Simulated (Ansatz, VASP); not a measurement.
# CoSi2: VASP beside Ansatz

```
CELL_PARAMETERS angstrom
0.00000 2.67982 2.67982
2.67982 0.00000 2.67982
2.67982 2.67982 0.00000
ATOMIC_POSITIONS crystal
Co 0.00000 0.00000 0.00000
Si 0.25000 0.25000 0.25000
Si 0.75000 0.75000 0.75000
```

Alike in both runs: task single point; functional PBE; k mesh 12 × 12 × 12; occupations gaussian, width 0.05 eV; no spin polarisation.

|  | VASP | Ansatz |
| --- | --- | --- |
| version | VASP 6.6.1 | Ansatz 0.2.0 |
| potentials or method | VASP PAW PBE potentials, release 64 (Co, Si), cutoff 520 eV | scalar-relativistic, plane waves, PAW |
| valence electrons in the cell | 17 | 25 |

```csv
,VASP,Ansatz,Ansatz less VASP
gap on the k mesh at the Fermi level (eV),none,none,-
pressure (GPa),-0.2,0.0,+0.23
```

A gap of «none» marks a metal or a gap that the smearing closes. VASP's potentials hold 17 valence electrons a cell and Ansatz's 25, so a difference there can come from the potentials and not from the codes.
